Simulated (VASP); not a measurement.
# B5O (P6/mmm) in VASP: further runs

The runs below take B5O through single point, relaxation of cell and atoms, with PBE.

Everything below comes from runs of VASP 6.6.1. Logs are shortened: lines on timing, memory, paths and dates and some standing lists are left out, and cuts for length are marked.

## (1) The cell of the first run

It takes space group P6/mmm (No. 191, hexagonal). Conventional cell: a = 2.866 Å, b = 2.866 Å, c = 6.395 Å, α = 90.00°, β = 90.00°, γ = 120.00°. Within 2.2 Å of B (site symmetry 3m) lie 7 B at 1.65 to 1.89 Å. Within 2.5 Å of B (site symmetry 6/mmm) lie 12 B at 1.89 Å. O (site symmetry 6/mmm) has 14 B at 2.83 to 3.20 Å and 6 O at 2.87 Å within 3.7 Å.

The cell was built from a structure type or drawn by symmetry, and may not be a known phase.

## (2) Single point, PBE

Input file INCAR:

```
SYSTEM = B5O
PREC = Accurate
ENCUT = 520
EDIFF = 1E-6
ISMEAR = 0
SIGMA = 0.1
LREAL = .False.
LASPH = .True.
NELM = 60
ALGO = Normal
ISIF = 2
LWAVE = .False.
LCHARG = .True.
GGA = PE
LELF = .True.
LVHAR = .True.
NBANDS = 20
```

Input file KPOINTS:

```
regular mesh
0
Gamma
  6 6 4
  0 0 0
```

Input file POSCAR:

```
B5O
1.0
    2.8661809600      0.0000000000      0.0000000000
   -1.4330904800      2.4821855200      0.0000000000
    0.0000000000      0.0000000000      6.3947715800
B O
5 1
Direct
    0.3333333300      0.6666666700      0.6412483800
    0.3333333300      0.6666666700      0.3587516200
    0.6666666700      0.3333333300      0.3587516200
    0.6666666700      0.3333333300      0.6412483800
    0.0000000000      0.0000000000      0.5000000000
    0.0000000000      0.0000000000      0.0000000000
```

Potentials or basis: VASP PAW PBE potentials, release 64 (B, O).

Started as:

```sh
$ cat potpaw_PBE.64/B/POTCAR potpaw_PBE.64/O/POTCAR > POTCAR
$ mpirun -np 1 vasp_std > vasp.out
```

OUTCAR:

```text
SYSTEM = B5O
   PREC = Accurate
   ENCUT = 520
   EDIFF = 1E-6
   ISMEAR = 0
   LREAL = .False.
   LASPH = .True.
   NELM = 60
   ISIF = 2
   GGA = PE

 ion  position               nearest neighbor table
   1  0.333  0.667  0.641-   4 1.65   4 1.65   4 1.65   2 1.81   5 1.89   5 1.89   5 1.89
   2  0.333  0.667  0.359-   3 1.65   3 1.65   3 1.65   1 1.81   5 1.89   5 1.89   5 1.89
   3  0.667  0.333  0.359-   2 1.65   2 1.65   2 1.65   4 1.81   5 1.89   5 1.89   5 1.89
   4  0.667  0.333  0.641-   1 1.65   1 1.65   1 1.65   3 1.81   5 1.89   5 1.89   5 1.89
   5  0.000  0.000  0.500-   1 1.89   2 1.89   3 1.89   4 1.89   1 1.89   2 1.89   3 1.89   4 1.89
                             3 1.89   4 1.89   1 1.89   2 1.89
   6  0.000  0.000  0.000-

  LATTYP: Found a hexagonal cell.
 ALAT       =     2.8661809600
 C/A-ratio  =     2.2311122952

  Lattice vectors:

 A1 = (   2.8661809600,   0.0000000000,   0.0000000000)
 A2 = (  -1.4330904800,   2.4821855200,   0.0000000000)
 A3 = (   0.0000000000,   0.0000000000,   6.3947715800)

Analysis of symmetry for initial positions (statically):
=====================================================================
 Subroutine PRICEL returns:
 Original cell was already a primitive cell.

 Routine SETGRP: Setting up the symmetry group for a
 hexagonal supercell.

 Subroutine GETGRP returns: Found 24 space group operations
 (whereof 24 operations were pure point group operations)
 out of a pool of 24 trial point group operations.

The static configuration has the point symmetry D_6h.

Analysis of symmetry for dynamics (positions and initial velocities):
=====================================================================
 Subroutine PRICEL returns:
 Original cell was already a primitive cell.

 Routine SETGRP: Setting up the symmetry group for a
 hexagonal supercell.

 Subroutine GETGRP returns: Found 24 space group operations
 (whereof 24 operations were pure point group operations)
 out of a pool of 24 trial point group operations.

The dynamic configuration has the point symmetry D_6h.

 Subroutine INISYM returns: Found 24 space group operations
 (whereof 24 operations are pure point group operations),
 and found     1 'primitive' translations

----------------------------------------------------------------------------------------

                                     Primitive cell

  volume of cell :      45.4949

  direct lattice vectors                    reciprocal lattice vectors
     2.866180960  0.000000000  0.000000000     0.348896324  0.201435387  0.000000000
    -1.433090480  2.482185520  0.000000000     0.000000000  0.402870773  0.000000000
     0.000000000  0.000000000  6.394771580     0.000000000  0.000000000  0.156377751

  length of vectors
     2.866180960  2.866180957  6.394771580     0.402870773  0.402870773  0.156377751

  position of ions in fractional coordinates (direct lattice)
     0.333333330  0.666666670  0.641248380
     0.333333330  0.666666670  0.358751620
     0.666666670  0.333333330  0.358751620
     0.666666670  0.333333330  0.641248380
     0.000000000  0.000000000  0.500000000
     0.000000000  0.000000000  0.000000000

  ion indices of the primitive-cell ions
   primitive index   ion index
                 1           1
                 2           2
                 3           3
                 4           4
                 5           5
                 6           6

----------------------------------------------------------------------------------------

 KPOINTS: regular mesh

Automatic generation of k-mesh.
 Grid dimensions read from file:
 generate k-points for:    6    6    4

 Generating k-lattice:

  Cartesian coordinates                     Fractional coordinates (reciprocal lattice)
     0.058149387  0.033572564  0.000000000     0.166666667  0.000000000  0.000000000
     0.000000000  0.067145129  0.000000000     0.000000000  0.166666667  0.000000000
     0.000000000  0.000000000  0.039094438     0.000000000  0.000000000  0.250000000

  Length of vectors
     0.067145129  0.067145129  0.039094438

  Shift w.r.t. Gamma in fractional coordinates (k-lattice)
     0.000000000  0.000000000  0.000000000

 Subroutine IBZKPT returns following result:
 ===========================================

 Found     21 irreducible k-points:

 Following reciprocal coordinates:
            Coordinates               Weight
  0.000000  0.000000  0.000000      1.000000
  0.166667 -0.000000  0.000000      6.000000
  0.333333 -0.000000  0.000000      6.000000
  0.500000 -0.000000  0.000000      3.000000
  0.166667  0.166667  0.000000      6.000000
  0.333333  0.166667  0.000000     12.000000
[... 13 lines left out ...]
  0.333333  0.166667  0.500000     12.000000
  0.333333  0.333333  0.500000      2.000000
   k-points           NKPTS =     21   k-points in BZ     NKDIM =     21   number of bands    NBANDS=     20
   number of dos      NEDOS =    301   number of ions     NIONS =      6
   total plane-waves  NPLWV =  27648
   dimension x,y,z NGX =    24 NGY =   24 NGZ =   48
   dimension x,y,z NGXF=    48 NGYF=   48 NGZF=   96
   ions per type =               5   1
   NGX,Y,Z   is equivalent  to a cutoff of  13.92, 13.92, 12.48 a.u.
   NGXF,Y,Z  is equivalent  to a cutoff of  27.84, 27.84, 24.96 a.u.
 SYSTEM =  B5O
   PREC   = accura    normal or accurate (medium, high low for compatibility)
   ISTART =      0    job   : 0-new  1-cont  2-samecut
   ICHARG =      2    charge: 1-file 2-atom 10-const
   ISPIN  =      1    spin polarized calculation?
   LNONCOLLINEAR =      F non collinear calculations
   LSORBIT =      F    spin-orbit coupling
   LASPH  =      T    aspherical Exc in radial PAW
   ENCUT  =  520.0 eV  38.22 Ry    6.18 a.u.   5.33  5.33 11.89*2*pi/ulx,y,z
   NELM   =     60;   NELMIN=  2; NELMDL= -5     # of ELM steps
   EDIFF  = 0.1E-05   stopping-criterion for ELM
   LREAL  =      F    real-space projection
   EDIFFG = 0.1E-04   stopping-criterion for IOM
   NSW    =      0    number of steps for IOM
   IBRION =     -1    ionic relax: 0-MD 1-quasi-New 2-CG
   NFREE  =      0    steps in history (QN), initial steepest desc. (CG)
   ISIF   =      2    stress and relaxation
   ISYM   =      2    0-nonsym 1-usesym 2-fastsym
   POTIM  = 0.5000    time-step for ionic-motion
   TEBEG  =    0.0;   TEEND  =   0.0 temperature during run
   PSTRESS=    0.0 pullay stress
   NELECT =      21.0000    total number of electrons
   NUPDOWN=      -1.0000    fix difference up-down
   EMIN   =  10.00;   EMAX   =-10.00  energy-range for DOS
   EFERMI =   0.00;   METHOD = LEGACY
   ISMEAR =     0;   SIGMA  =   0.10  broadening in eV -4-tet -1-fermi 0-gaus
   EFERMI_NEDOS =   21; number of points for ismear=-14 and -15
   IALGO  =     38    algorithm
   IMIX   =      4    mixing-type and parameters
     AMIX     =   0.40;   BMIX     =  1.00
     AMIX_MAG =   1.60;   BMIX_MAG =  1.00
  volume/ion in A,a.u.               =       7.58        51.17
  Fermi-wavevector in a.u.,A,eV,Ry     =   1.265203  2.390887 21.779380  1.600739
  Thomas-Fermi vector in A             =   2.398469
   LORBIT       =      0    0 simple, 1 ext, 2 COOP (PROOUT), +10 PAW based schemes
   GGA     = PE    functional components
   LHFCALC =     F    Hartree Fock is set to
   AEXX    =    0.0000 exact exchange contribution
   IVDW    =     0    specifies the selected vdW correction
   LEPSILON=     F    determine dielectric tensor
   LRPA    =     F    only Hartree local field effects (RPA)
 non-spin polarized calculation
 Gauss-broadening in eV      SIGMA  =   0.10
  energy-cutoff  :      520.00
  volume of cell :       45.49
 maximum number of plane-waves:      1242
 NGX is ok and might be reduce to    24
   NGX = 11   NGY = 11   NGZ = 23

 number of electron      20.9999995 magnetization

 Free energy of the ion-electron system (eV)
  ---------------------------------------------------
  ext. energy  EPLUGINS =         0.00000000
  ---------------------------------------------------
  free energy    TOTEN  =       -29.09773934 eV

  energy without entropy =      -29.06334071  energy(sigma->0) =      -29.08054002

 E-fermi :   4.3070     XC(G=0): -11.2568

 val. band max:        4.3057356609   @ k =   0.3333  -0.0000   0.5000
 cond. band min:       4.3124743322   @ k =   0.3333  -0.0000   0.2500
 fundamental gap:      0.0067386713
 Fermi energy:         4.3069747537

 k-point     1 :       0.0000    0.0000    0.0000
  band No.  band energies     occupation
      1     -14.8377      2.00000
      2     -11.8261      2.00000
      3      -7.4059      2.00000
      4      -0.9434      2.00000
      5       1.5538      2.00000
      6       1.5538      2.00000
[... 12 lines left out ...]
     19      16.2444      0.00000
     20      16.7575      0.00000

 k-point     2 :       0.1667   -0.0000    0.0000
  band No.  band energies     occupation
      1     -14.3332      2.00000
      2     -11.6502      2.00000
      3      -6.9397      2.00000
      4      -2.4939      2.00000
      5      -1.1651      2.00000
      6      -0.4725      2.00000
[... 12 lines left out ...]
     19      16.3886      0.00000
     20      17.0393      0.00000

 k-point     3 :       0.3333   -0.0000    0.0000
  band No.  band energies     occupation
      1     -12.8332      2.00000
      2     -11.2692      2.00000
      3      -6.7121      2.00000
      4      -5.5828      2.00000
      5      -3.0452      2.00000
      6       0.1846      2.00000
[... 12 lines left out ...]
     19      17.7813      0.00000
     20      18.0301      0.00000

 k-point     4 :       0.5000   -0.0000    0.0000
  band No.  band energies     occupation
      1     -11.1563      2.00000
      2     -10.6822      2.00000
      3      -9.7272      2.00000
      4      -4.0358      2.00000
      5      -3.6778      2.00000
      6      -2.1447      2.00000
[... 360 lines left out ...]
 k-point    20 :       0.3333    0.1667    0.5000
  band No.  band energies     occupation
      1     -11.3188      2.00000
      2     -11.1238      2.00000
      3      -8.2316      2.00000
      4      -5.5077      2.00000
      5      -4.2096      2.00000
      6      -1.2132      2.00000
[... 12 lines left out ...]
     19      18.4817      0.00000
     20      19.1616      0.00000

 k-point    21 :       0.3333    0.3333    0.5000
  band No.  band energies     occupation
      1     -11.0177      2.00000
      2      -9.1430      2.00000
      3      -9.1430      2.00000
      4      -8.0163      2.00000
      5      -2.9923      2.00000
      6      -1.2021      2.00000
[... 12 lines left out ...]
     19      15.6107      0.00000
     20      19.2705      0.00000

------------------------ aborting loop because EDIFF is reached ----------------------------------------

  FORCE on cell =-STRESS in cart. coord.  units (eV):
  Direction    XX          YY          ZZ          XY          YZ          ZX
  --------------------------------------------------------------------------------------
  -------------------------------------------------------------------------------------
  Total        7.7346805      7.7346805     11.2885649      0.0000000     -0.0000000      0.0000000
  in kB      272.3893240    272.3893233    397.5451297      0.0000000     -0.0000000      0.0000000
  external PRESSURE =     314.1079256 kB  Pullay stress =       0.0000000 kB

 VOLUME and BASIS-vectors are now :
 -----------------------------------------------------------------------------
  energy-cutoff  :      520.00
  volume of cell :       45.49
      direct lattice vectors                 reciprocal lattice vectors
     2.866180960  0.000000000  0.000000000     0.348896324  0.201435387  0.000000000
    -1.433090480  2.482185520  0.000000000     0.000000000  0.402870773  0.000000000
     0.000000000  0.000000000  6.394771580     0.000000000  0.000000000  0.156377751

 POSITION                                       TOTAL-FORCE (eV/Angst)
 -----------------------------------------------------------------------------------
     -0.00000      1.65479      4.10064        -0.000000      0.000000      3.749616
     -0.00000      1.65479      2.29413        -0.000000      0.000000     -3.749616
      1.43309      0.82740      2.29413         0.000000     -0.000000     -3.749616
      1.43309      0.82740      4.10064         0.000000     -0.000000      3.749616
      0.00000      0.00000      3.19739        -0.000000      0.000000      0.000000
      0.00000      0.00000      0.00000        -0.000000      0.000000      0.000000
 -----------------------------------------------------------------------------------
    total drift:                                0.000000     -0.000000      0.000000

  FREE ENERGIE OF THE ION-ELECTRON SYSTEM (eV)
  ---------------------------------------------------
  free  energy   TOTEN  =       -29.0977393408 eV

  energy  without entropy=      -29.0633407079  energy(sigma->0) =      -29.08054002
```

Wall time 63 s (1 thread of Intel Xeon 8259CL, shared host); peak memory 0.17 GiB.

Results:

| Item | Value |
| --- | --- |
| Free energy | -29.0977 eV |
| Pressure | 31.4 GPa |
| Largest force | 3.750 eV/Å |
| Band gap on the k mesh | zero (an odd number of electrons rules out a gap without spin polarisation) |

Forces on the atoms (eV/Å):
```
B    0.000  0.000  3.750
B    0.000  0.000 -3.750
B    0.000  0.000 -3.750
B    0.000  0.000  3.750
B    0.000  0.000  0.000
O    0.000  0.000  0.000
```

Stress tensor (GPa, compression positive):
```
27.24  0.00  0.00
 0.00 27.24  0.00
 0.00  0.00 39.75
```

Caveat: the k points lie up to 0.42 Å⁻¹ apart, too coarse for converged energies and pressures of a metal; an odd number of electrons without spin polarisation forces a metal; a magnetic or distorted state may lie lower.

[end of part 1 of 2]
